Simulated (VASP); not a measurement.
# CdS (NiAs type) (P6_3/mmc) in VASP: notebook

The runs below take CdS (NiAs type) through single point, with PBE.

Everything below comes from runs of VASP 6.6.1. Logs are shortened: lines on timing, memory, paths and dates and some standing lists are left out, and cuts for length are marked.

## Step 1: The cell of the first run

Symmetry: P6_3/mmc, No. 194, hexagonal system. Conventional cell: a = 3.709 Å, b = 3.709 Å, c = 6.290 Å, α = 90.00°, β = 90.00°, γ = 120.00°. Within 3.5 Å of Cd (site symmetry -3m) lie 6 S at 2.66 Å and 2 Cd at 3.15 Å. S (site symmetry -6m2) has 6 Cd at 2.66 Å within 3.5 Å.

## Step 2: Single point, PBE

INCAR reads:

```
SYSTEM = CdS
ALGO     = Normal         ! electronic algorithm
EDIFF    = 1E-7           ! SCF threshold, eV
ENCUT    = 520            ! plane-wave cutoff, eV
GGA      = PE             ! functional
ISIF     = 2              ! what is computed and relaxed
ISMEAR   = -1             ! smearing method
LASPH    = .TRUE.         ! aspherical terms in the spheres
LCHARG   = .FALSE.        ! write CHGCAR
LREAL    = .FALSE.        ! projectors in reciprocal space
LWAVE    = .FALSE.        ! write WAVECAR
NBANDS   = 26             ! bands
NELM     = 60             ! most SCF steps
PREC     = Accurate       ! precision mode
SIGMA    = 0.05           ! smearing width, eV
```

KPOINTS reads:

```
k-points
0
G
  10 10 6
  0 0 0
```

POSCAR reads:

```
CdS
1.0
    3.7087883645      0.0000000000      0.0000000000
   -1.8543941822      3.2119049409      0.0000000000
    0.0000000000      0.0000000000      6.2901408078
Cd S
2 2
Direct
    0.0000000000      0.0000000000      0.0000000000
    0.0000000000      0.0000000000      0.5000000000
    0.3333333333      0.6666666667      0.2500000000
    0.6666666667      0.3333333333      0.7500000000
```

Potentials or basis: VASP PAW PBE potentials, release 64 (Cd, S).

Run with:

```sh
$ cat potpaw_PBE.64/Cd/POTCAR potpaw_PBE.64/S/POTCAR > POTCAR
$ mpirun -np 1 vasp_std > vasp.out
```

OUTCAR:

```text
SYSTEM = CdS
   EDIFF = 1E-7
   ENCUT = 520
   GGA = PE
   ISIF = 2
   ISMEAR = -1
   LASPH = .TRUE.
   LREAL = .FALSE.
   NELM = 60
   PREC = Accurate

 ion  position               nearest neighbor table
   1  0.000  0.000  0.000-   3 2.66   4 2.66   3 2.66   4 2.66   4 2.66   3 2.66   2 3.15   2 3.15

   2  0.000  0.000  0.500-   3 2.66   4 2.66   3 2.66   4 2.66   4 2.66   3 2.66   1 3.15   1 3.15

   3  0.333  0.667  0.250-   1 2.66   2 2.66   1 2.66   2 2.66   1 2.66   2 2.66
   4  0.667  0.333  0.750-   1 2.66   2 2.66   1 2.66   2 2.66   1 2.66   2 2.66

  LATTYP: Found a hexagonal cell.
 ALAT       =     3.7087883645
 C/A-ratio  =     1.6960096370

  Lattice vectors:

 A1 = (   3.7087883645,   0.0000000000,   0.0000000000)
 A2 = (  -1.8543941822,   3.2119049409,   0.0000000000)
 A3 = (   0.0000000000,   0.0000000000,   6.2901408078)

Analysis of symmetry for initial positions (statically):
=====================================================================
 Subroutine PRICEL returns:
 Original cell was already a primitive cell.

 Routine SETGRP: Setting up the symmetry group for a
 hexagonal supercell.

 Subroutine GETGRP returns: Found 24 space group operations
 (whereof 12 operations were pure point group operations)
 out of a pool of 24 trial point group operations.

The static configuration has the point symmetry D_3d.
 The point group associated with its full space group is D_6h.

Analysis of symmetry for dynamics (positions and initial velocities):
=====================================================================
 Subroutine PRICEL returns:
 Original cell was already a primitive cell.

 Routine SETGRP: Setting up the symmetry group for a
 hexagonal supercell.

 Subroutine GETGRP returns: Found 24 space group operations
 (whereof 12 operations were pure point group operations)
 out of a pool of 24 trial point group operations.

The dynamic configuration has the point symmetry D_3d.
 The point group associated with its full space group is D_6h.

 Subroutine INISYM returns: Found 24 space group operations
 (whereof 12 operations are pure point group operations),
 and found     1 'primitive' translations

----------------------------------------------------------------------------------------

                                     Primitive cell

  volume of cell :      74.9299

  direct lattice vectors                    reciprocal lattice vectors
     3.708788365  0.000000000  0.000000000     0.269629836  0.155670859  0.000000000
    -1.854394182  3.211904941  0.000000000     0.000000000  0.311341717  0.000000000
     0.000000000  0.000000000  6.290140808     0.000000000  0.000000000  0.158978953

  length of vectors
     3.708788365  3.708788364  6.290140808     0.311341717  0.311341717  0.158978953

  position of ions in fractional coordinates (direct lattice)
     0.000000000  0.000000000  0.000000000
     0.000000000  0.000000000  0.500000000
     0.333333333  0.666666667  0.250000000
     0.666666667  0.333333333  0.750000000

  ion indices of the primitive-cell ions
   primitive index   ion index
                 1           1
                 2           2
                 3           3
                 4           4

----------------------------------------------------------------------------------------

 KPOINTS: k-points

Automatic generation of k-mesh.
 Grid dimensions read from file:
 generate k-points for:   10   10    6

 Generating k-lattice:

  Cartesian coordinates                     Fractional coordinates (reciprocal lattice)
     0.026962984  0.015567086  0.000000000     0.100000000  0.000000000  0.000000000
     0.000000000  0.031134172  0.000000000     0.000000000  0.100000000  0.000000000
     0.000000000  0.000000000  0.026496492     0.000000000  0.000000000  0.166666667

  Length of vectors
     0.031134172  0.031134172  0.026496492

  Shift w.r.t. Gamma in fractional coordinates (k-lattice)
     0.000000000  0.000000000  0.000000000

 Subroutine IBZKPT returns following result:
 ===========================================

 Found     56 irreducible k-points:

 Following reciprocal coordinates:
            Coordinates               Weight
  0.000000  0.000000  0.000000      1.000000
  0.100000  0.000000  0.000000      6.000000
  0.200000  0.000000  0.000000      6.000000
  0.300000 -0.000000  0.000000      6.000000
  0.400000 -0.000000  0.000000      6.000000
  0.500000  0.000000  0.000000      3.000000
[... 16 lines left out ...]
  0.300000  0.100000  0.166667     24.000000
  0.400000  0.100000  0.166667     24.000000
 [... further k-points ...]
   k-points           NKPTS =     56   k-points in BZ     NKDIM =     56   number of bands    NBANDS=     26
   number of dos      NEDOS =    301   number of ions     NIONS =      4
   total plane-waves  NPLWV =  37632
   dimension x,y,z NGX =    28 NGY =   28 NGZ =   48
   dimension x,y,z NGXF=    56 NGYF=   56 NGZF=   96
   ions per type =               2   2
   NGX,Y,Z   is equivalent  to a cutoff of  12.55, 12.55, 12.69 a.u.
   NGXF,Y,Z  is equivalent  to a cutoff of  25.10, 25.10, 25.37 a.u.
 SYSTEM =  CdS
   PREC   = accura    normal or accurate (medium, high low for compatibility)
   ISTART =      0    job   : 0-new  1-cont  2-samecut
   ICHARG =      2    charge: 1-file 2-atom 10-const
   ISPIN  =      1    spin polarized calculation?
   LNONCOLLINEAR =      F non collinear calculations
   LSORBIT =      F    spin-orbit coupling
   LASPH  =      T    aspherical Exc in radial PAW
   ENCUT  =  520.0 eV  38.22 Ry    6.18 a.u.   6.90  6.90 11.70*2*pi/ulx,y,z
   NELM   =     60;   NELMIN=  2; NELMDL= -5     # of ELM steps
   EDIFF  = 0.1E-06   stopping-criterion for ELM
   LREAL  =      F    real-space projection
   EDIFFG = 0.1E-05   stopping-criterion for IOM
   NSW    =      0    number of steps for IOM
   IBRION =     -1    ionic relax: 0-MD 1-quasi-New 2-CG
   NFREE  =      0    steps in history (QN), initial steepest desc. (CG)
   ISIF   =      2    stress and relaxation
   ISYM   =      2    0-nonsym 1-usesym 2-fastsym
   POTIM  = 0.5000    time-step for ionic-motion
   TEBEG  =    0.0;   TEEND  =   0.0 temperature during run
   PSTRESS=    0.0 pullay stress
   NELECT =      36.0000    total number of electrons
   NUPDOWN=      -1.0000    fix difference up-down
   EMIN   =  10.00;   EMAX   =-10.00  energy-range for DOS
   EFERMI =   0.00;   METHOD = LEGACY
   ISMEAR =    -1;   SIGMA  =   0.05  broadening in eV -4-tet -1-fermi 0-gaus
   EFERMI_NEDOS =   21; number of points for ismear=-14 and -15
   IALGO  =     38    algorithm
   IMIX   =      4    mixing-type and parameters
     AMIX     =   0.40;   BMIX     =  1.00
     AMIX_MAG =   1.60;   BMIX_MAG =  1.00
  volume/ion in A,a.u.               =      18.73       126.41
  Fermi-wavevector in a.u.,A,eV,Ry     =   1.282205  2.423015 22.368636  1.644048
  Thomas-Fermi vector in A             =   2.414530
   LORBIT       =      0    0 simple, 1 ext, 2 COOP (PROOUT), +10 PAW based schemes
   GGA     = PE    functional components
   LHFCALC =     F    Hartree Fock is set to
   AEXX    =    0.0000 exact exchange contribution
   IVDW    =     0    specifies the selected vdW correction
   LEPSILON=     F    determine dielectric tensor
   LRPA    =     F    only Hartree local field effects (RPA)
 non-spin polarized calculation
  energy-cutoff  :      520.00
  volume of cell :       74.93
 maximum number of plane-waves:      2044
 NGX is ok and might be reduce to    28
   NGX = 13   NGY = 13   NGZ = 23

 number of electron      35.9999994 magnetization

 Free energy of the ion-electron system (eV)
  ---------------------------------------------------
  ext. energy  EPLUGINS =         0.00000000
  ---------------------------------------------------
  free energy    TOTEN  =       -11.27149299 eV

  energy without entropy =      -11.27149184  energy(sigma->0) =      -11.27149242

 E-fermi :   4.4636     XC(G=0): -10.8231

 val. band max:        3.9179380681   @ k =   0.0000   0.0000   0.0000
 cond. band min:       4.9682161644   @ k =   0.3000   0.3000   0.0000
 fundamental gap:      1.0502780964
 Fermi energy:         4.4635952752

 k-point     1 :       0.0000    0.0000    0.0000
  band No.  band energies     occupation
      1      -9.6559      2.00000
      2      -8.3592      2.00000
      3      -4.5206      2.00000
      4      -4.4850      2.00000
      5      -4.4850      2.00000
      6      -4.2459      2.00000
[... 18 lines left out ...]
     25      13.3375      0.00000
     26      13.3375      0.00000

 k-point     2 :       0.1000    0.0000    0.0000
  band No.  band energies     occupation
      1      -9.5631      2.00000
      2      -8.3683      2.00000
      3      -4.5140      2.00000
      4      -4.4760      2.00000
      5      -4.3881      2.00000
      6      -4.1842      2.00000
[... 18 lines left out ...]
     25      12.7012      0.00000
     26      12.8997      0.00000

 k-point     3 :       0.2000    0.0000    0.0000
  band No.  band energies     occupation
      1      -9.3030      2.00000
      2      -8.3884      2.00000
      3      -4.5041      2.00000
      4      -4.4678      2.00000
      5      -4.2133      2.00000
      6      -4.1693      2.00000
[... 18 lines left out ...]
     25      12.0368      0.00000
     26      12.2315      0.00000

 k-point     4 :       0.3000   -0.0000    0.0000
  band No.  band energies     occupation
      1      -8.9440      2.00000
      2      -8.3962      2.00000
      3      -4.5177      2.00000
      4      -4.4831      2.00000
      5      -4.3359      2.00000
      6      -4.2444      2.00000
[... 18 lines left out ...]
     25      11.6456      0.00000
     26      13.4535      0.00000

 k-point     5 :       0.4000   -0.0000    0.0000
  band No.  band energies     occupation
      1      -8.6622      2.00000
      2      -8.3273      2.00000
      3      -4.5968      2.00000
      4      -4.5085      2.00000
      5      -4.4358      2.00000
      6      -4.3351      2.00000
[... 18 lines left out ...]
     25      12.2873      0.00000
     26      14.9488      0.00000

 k-point     6 :       0.5000    0.0000    0.0000
  band No.  band energies     occupation
      1      -8.5975      2.00000
      2      -8.2342      2.00000
      3      -4.6676      2.00000
      4      -4.5201      2.00000
      5      -4.4734      2.00000
      6      -4.3617      2.00000
[... 427 lines left out ...]
 k-point    21 :       0.1000    0.1000    0.1667
  band No.  band energies     occupation
      1      -9.3292      2.00000
      2      -8.4635      2.00000
      3      -4.4758      2.00000
      4      -4.4149      2.00000
      5      -4.2804      2.00000
      6      -4.1626      2.00000
[... 18 lines left out ...]
     25      12.1254      0.00000
     26      12.6360      0.00000

 k-point    22 :       0.2000    0.1000    0.1667
  band No.  band energies     occupation
      1      -9.0286      2.00000
      2      -8.4471      2.00000
      3      -4.4971      2.00000
      4      -4.3931      2.00000
      5      -4.2668      2.00000
      6      -4.1771      2.00000
[... 18 lines left out ...]
     25      11.9381      0.00000
     26      13.0126      0.00000

 k-point    23 :       0.3000    0.1000    0.1667
  band No.  band energies     occupation
      1      -8.7036      2.00000
      2      -8.4065      2.00000
      3      -4.5356      2.00000
      4      -4.4246      2.00000
      5      -4.3336      2.00000
      6      -4.2403      2.00000
[... 18 lines left out ...]
     25      12.0911      0.00000
     26      13.7263      0.00000

 k-point    24 :       0.4000    0.1000    0.1667
  band No.  band energies     occupation
      1      -8.5519      2.00000
      2      -8.2963      2.00000
      3      -4.5728      2.00000
      4      -4.4743      2.00000
      5      -4.3440      2.00000
      6      -4.3096      2.00000
[... 18 lines left out ...]
     25      12.7428      0.00000
     26      14.2471      0.00000

 [... further k-points ...]

------------------------ aborting loop because EDIFF is reached ----------------------------------------

  FORCE on cell =-STRESS in cart. coord.  units (eV):
  Direction    XX          YY          ZZ          XY          YZ          ZX
  --------------------------------------------------------------------------------------
  -------------------------------------------------------------------------------------
  Total        5.4372538      5.4372538      5.4570419      0.0000000      0.0000000      0.0000000
  in kB      116.2612759    116.2612759    116.6843919      0.0000000      0.0000000      0.0000000
  external PRESSURE =     116.4023146 kB  Pullay stress =       0.0000000 kB

 VOLUME and BASIS-vectors are now :
 -----------------------------------------------------------------------------
  energy-cutoff  :      520.00
  volume of cell :       74.93
      direct lattice vectors                 reciprocal lattice vectors
     3.708788365  0.000000000  0.000000000     0.269629836  0.155670859  0.000000000
    -1.854394182  3.211904941  0.000000000     0.000000000  0.311341717  0.000000000
     0.000000000  0.000000000  6.290140808     0.000000000  0.000000000  0.158978953

 POSITION                                       TOTAL-FORCE (eV/Angst)
 -----------------------------------------------------------------------------------
      0.00000      0.00000      0.00000        -0.000000      0.000000      0.000000
      0.00000      0.00000      3.14507        -0.000000      0.000000      0.000000
     -0.00000      2.14127      1.57254        -0.000000      0.000000      0.000000
      1.85439      1.07063      4.71761         0.000000     -0.000000     -0.000000
 -----------------------------------------------------------------------------------
    total drift:                               -0.000000     -0.000000      0.000000

  FREE ENERGIE OF THE ION-ELECTRON SYSTEM (eV)
  ---------------------------------------------------
  free  energy   TOTEN  =       -11.2714929933 eV

  energy  without entropy=      -11.2714918421  energy(sigma->0) =      -11.27149242
```

It took 2.1 min on 1 thread of Intel Xeon 8259CL, shared host; peak memory 0.24 GiB.

Results:

```yaml
Free_energy: -11.2715 eV
Pressure: 11.6 GPa
Band_gap_on_the_k_mesh: 1.05 eV
```

Levels at points of the mesh, in eV from the valence-band top:
| k point | band 14 | band 15 | band 16 | band 17 | band 18 | band 19 | band 20 | band 21 | band 22 | band 23 |
| --- | --- | --- | --- | --- | --- | --- | --- | --- | --- | --- |
| (0.00, 0.00, 0.00) | -1.25 | -0.98 | -0.98 | 0.00 | 0.00 | 1.05 | 3.46 | 6.73 | 6.73 | 7.94 |
| (0.50, 0.00, 0.00) | -4.41 | -3.69 | -2.46 | -1.71 | -0.07 | 2.69 | 3.72 | 3.90 | 5.82 | 6.85 |
| (0.00, 0.00, 0.50) | -3.95 | -0.45 | -0.45 | -0.45 | -0.45 | 3.45 | 3.45 | 6.86 | 6.86 | 7.27 |
| (0.50, 0.00, 0.50) | -5.22 | -1.57 | -1.57 | -1.41 | -1.41 | 2.05 | 2.05 | 5.74 | 5.74 | 8.28 |

Caveat: the cell stands under pressure. A k mesh can miss the band edges.

## Step 3: Single point, PBE

INCAR reads:

```
PREC = Accurate ; ENCUT = 520
EDIFF = 1E-7 ; ISMEAR = -1
SIGMA = 0.05 ; LREAL = False
LASPH = True ; NELM = 100
ALGO = Normal ; ISIF = 2
LWAVE = False ; LCHARG = False
GGA = PE ; NBANDS = 26
```

KPOINTS reads:

```
Automatic mesh
0
Gamma
  10 10 6
```

POSCAR is that of step 2.

Potentials or basis: VASP PAW PBE potentials, release 64 (Cd, S).

Run with:

```sh
$ cat potpaw_PBE.64/Cd/POTCAR potpaw_PBE.64/S/POTCAR > POTCAR
$ mpirun -np 1 vasp_std > vasp.out
```

OUTCAR:

```text
PREC = Accurate
   ENCUT = 520
   EDIFF = 1E-7
   ISMEAR = -1
   LREAL = False
   LASPH = True
   NELM = 100
   ISIF = 2
   GGA = PE

 ion  position               nearest neighbor table
   1  0.000  0.000  0.000-   3 2.66   4 2.66   3 2.66   4 2.66   4 2.66   3 2.66   2 3.15   2 3.15

   2  0.000  0.000  0.500-   3 2.66   4 2.66   3 2.66   4 2.66   4 2.66   3 2.66   1 3.15   1 3.15

   3  0.333  0.667  0.250-   1 2.66   2 2.66   1 2.66   2 2.66   1 2.66   2 2.66
   4  0.667  0.333  0.750-   1 2.66   2 2.66   1 2.66   2 2.66   1 2.66   2 2.66

  LATTYP: Found a hexagonal cell.
 ALAT       =     3.7087883645
 C/A-ratio  =     1.6960096370

  Lattice vectors:

 A1 = (   3.7087883645,   0.0000000000,   0.0000000000)
 A2 = (  -1.8543941822,   3.2119049409,   0.0000000000)
 A3 = (   0.0000000000,   0.0000000000,   6.2901408078)

Analysis of symmetry for initial positions (statically):
=====================================================================
 Subroutine PRICEL returns:
 Original cell was already a primitive cell.

[... 174 lines left out ...]

 E-fermi :   4.4636     XC(G=0): -10.8231

 val. band max:        3.9179380681   @ k =   0.0000   0.0000   0.0000
 cond. band min:       4.9682161644   @ k =   0.3000   0.3000   0.0000
 fundamental gap:      1.0502780964
 Fermi energy:         4.4635952752

 k-point     1 :       0.0000    0.0000    0.0000
  band No.  band energies     occupation
      1      -9.6559      2.00000
      2      -8.3592      2.00000
      3      -4.5206      2.00000
      4      -4.4850      2.00000
      5      -4.4850      2.00000
      6      -4.2459      2.00000
[... 685 lines left out ...]
     25      12.7428      0.00000
     26      14.2471      0.00000

 [... further k-points ...]

------------------------ aborting loop because EDIFF is reached ----------------------------------------

  FORCE on cell =-STRESS in cart. coord.  units (eV):
  Direction    XX          YY          ZZ          XY          YZ          ZX
  --------------------------------------------------------------------------------------
  -------------------------------------------------------------------------------------
  Total        5.4372538      5.4372538      5.4570419      0.0000000      0.0000000      0.0000000
  in kB      116.2612759    116.2612759    116.6843919      0.0000000      0.0000000      0.0000000
  external PRESSURE =     116.4023146 kB  Pullay stress =       0.0000000 kB

 VOLUME and BASIS-vectors are now :
 -----------------------------------------------------------------------------
  energy-cutoff  :      520.00
  volume of cell :       74.93
      direct lattice vectors                 reciprocal lattice vectors
     3.708788365  0.000000000  0.000000000     0.269629836  0.155670859  0.000000000
    -1.854394182  3.211904941  0.000000000     0.000000000  0.311341717  0.000000000
     0.000000000  0.000000000  6.290140808     0.000000000  0.000000000  0.158978953

 POSITION                                       TOTAL-FORCE (eV/Angst)
 -----------------------------------------------------------------------------------
      0.00000      0.00000      0.00000        -0.000000      0.000000      0.000000
      0.00000      0.00000      3.14507        -0.000000      0.000000      0.000000
     -0.00000      2.14127      1.57254        -0.000000      0.000000      0.000000
      1.85439      1.07063      4.71761         0.000000     -0.000000     -0.000000
 -----------------------------------------------------------------------------------
    total drift:                               -0.000000     -0.000000      0.000000

  FREE ENERGIE OF THE ION-ELECTRON SYSTEM (eV)
  ---------------------------------------------------
  free  energy   TOTEN  =       -11.2714929933 eV

  energy  without entropy=      -11.2714918421  energy(sigma->0) =      -11.27149242
```

Wall time 2.1 min (1 thread of Intel Xeon 8259CL, shared host); peak memory 0.24 GiB.

Results:

```
Free energy            : -11.2715 eV
Pressure               : 11.6 GPa
Band gap on the k mesh : 1.05 eV
```

Caveat: the cell stands under pressure. A k mesh can miss the band edges.
